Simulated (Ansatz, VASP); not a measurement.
# One calculation of TiCo3, two programs

Contents of INCAR:

```
SYSTEM = TiCo3
  PREC = Accurate
  ENCUT = 520
  EDIFF = 1E-6
  ISMEAR = -1
  SIGMA = 0.05
  LREAL = .FALSE.
  LASPH = .TRUE.
  NELM = 60
  ALGO = Normal
  ISIF = 2
  LWAVE = .FALSE.
  LCHARG = .FALSE.
  GGA = PS
  NBANDS = 28
```

Contents of KPOINTS:

```
Automatic mesh
0
G
  10 10 10
  0 0 0
```

Contents of POSCAR:

```
TiCo3
1.0
    3.4981019942      0.0000000000      0.0000000000
    0.0000000000      3.4981019942      0.0000000000
    0.0000000000      0.0000000000      3.4981019942
Ti Co
1 3
Direct
    0.0000000000      0.0000000000      0.0000000000
    0.0000000000      0.5000000000      0.5000000000
    0.5000000000      0.0000000000      0.5000000000
    0.5000000000      0.5000000000      0.0000000000
```

Input for Ansatz:

```yaml
crystal:
  lattice:
    - [3.4981019942, 0.0, 0.0]
    - [0.0, 3.4981019942, 0.0]
    - [0.0, 0.0, 3.4981019942]
  atoms:
    - { symbol: Ti, position: [0.0, 0.0, 0.0] }
    - { symbol: Co, position: [0.0, 0.5, 0.5] }
    - { symbol: Co, position: [0.5, 0.0, 0.5] }
    - { symbol: Co, position: [0.5, 0.5, 0.0] }
kpoints:
  mp_grid: { grid: [10, 10, 10] }
scf:
  occupations: { method: fermi_dirac, width: 0.05 }
  lower_state_search: "off"
hamiltonian:
  xc: pbesol
  pseudopotentials: { kind: paw }
output:
  forces: true
  stress: true
  eigenvalues: true
```

Change from the starting cell: volume scaled by 0.94, no spin polarisation, PAW files.

Alike in both runs: task single point; functional PBEsol; k mesh 10 × 10 × 10; occupations fermi-dirac, width 0.05 eV; no spin polarisation.

```csv
,VASP,Ansatz
version,VASP 6.6.1,Ansatz 0.2.0
potentials or method,"VASP PAW PBE potentials, release 64 (Ti_sv, Co)","PAW with Ansatz's default frozen-core files, scalar-relativistic"
plane-wave cutoff (eV),520,420
valence electrons in the cell,39,63
```

Ansatz gave:

* pressure (GPa): 6.1

**Question.** What did VASP give for the same quantities?

**Answer.** Pressure (GPa): 5.4.

VASP's potentials were made for PBE, not for PBEsol. The functional is the same, so the differences come from potentials, cutoffs and numerics. VASP's potentials hold 39 valence electrons a cell and Ansatz's 63, so a difference there can come from the potentials and not from the codes.
